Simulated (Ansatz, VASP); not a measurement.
## Lu2AlN3 in VASP and in Ansatz

INCAR

```
SYSTEM = Lu2AlN3
PREC = Accurate
ENCUT = 520
EDIFF = 1E-6
ISMEAR = 0
SIGMA = 0.1
LREAL = .FALSE.
LASPH = .TRUE.
NELM = 80
ALGO = Normal
ISIF = 2
LWAVE = .FALSE.
LCHARG = .FALSE.
GGA = PE
NBANDS = 43
```

Contents of KPOINTS:

```
Automatic mesh
0
G
  4 4 4
  0 0 0
```

POSCAR

```
Lu2AlN3
1.0
    2.6193927800     -4.3990295700      0.0000000000
    2.6193927800      4.3990295700      0.0000000000
    0.0000000000      0.0000000000      4.0644299400
Lu Al N
2 1 3
Direct
    0.5000000000      0.0000000000      0.5000000000
    0.0000000000      0.5000000000      0.5000000000
    0.0000000000      0.0000000000      0.0000000000
    0.6610916900      0.3389083100      0.0000000000
    0.3389083100      0.6610916900      0.0000000000
    0.5000000000      0.5000000000      0.5000000000
```

Input for Ansatz:

```yaml
crystal:
  lattice:
    - [2.61939278, -4.39902957, 0.0]
    - [2.61939278, 4.39902957, 0.0]
    - [0.0, 0.0, 4.06442994]
  atoms:
    - { symbol: Lu, position: [0.5, 0.0, 0.5] }
    - { symbol: Lu, position: [0.0, 0.5, 0.5] }
    - { symbol: Al, position: [0.0, 0.0, 0.0] }
    - { symbol: "N", position: [0.66109169, 0.33890831, 0.0] }
    - { symbol: "N", position: [0.33890831, 0.66109169, 0.0] }
    - { symbol: "N", position: [0.5, 0.5, 0.5] }
basis:
  ecutwfc: 420
kpoints:
  mp_grid: { grid: [4, 4, 4] }
hamiltonian:
  xc: pbe
scf:
  occupations: { method: gaussian, width: 0.1 }
  lower_state_search: "off"
output:
  forces: true
  stress: true
  eigenvalues: true
```

Change from the starting cell: species swapped into the LaAl2Cu3 type (Cmmm, No. 65).

Alike in both runs: task single point; functional PBE; k mesh 4 × 4 × 4; occupations gaussian, width 0.1 eV; no spin polarisation.

```csv
,VASP,Ansatz
version,VASP 6.6.1,Ansatz 0.2.0
potentials or method,"VASP PAW PBE potentials, release 64 (Lu, Al, N), cutoff 520 eV","scalar-relativistic, plane waves, PAW"
valence electrons in the cell,68,68
```

Ansatz gave:

| Quantity | Value |
| --- | --- |
| gap on the k mesh at the Fermi level (eV) | none |
| pressure (GPa) | -9.9 |
| traceless stress, the component that is largest in VASP (GPa) | 28.50 |
| rms of the force components (eV/Å) | 0.604 |

Task: What did VASP give for the same quantities?

Result: gap on the k mesh at the Fermi level (eV): none; pressure (GPa): -9.4; traceless stress, the component that is largest in VASP (GPa): 28.91; rms of the force components (eV/Å): 0.597.

Atom by atom the forces differ by 0.007 eV/Å (rms over components). A gap of «none» marks a metal or a gap that the smearing closes.

The k mesh is coarse, so the values compare programs but aren't converged. Neither program's run includes spin-orbit coupling.
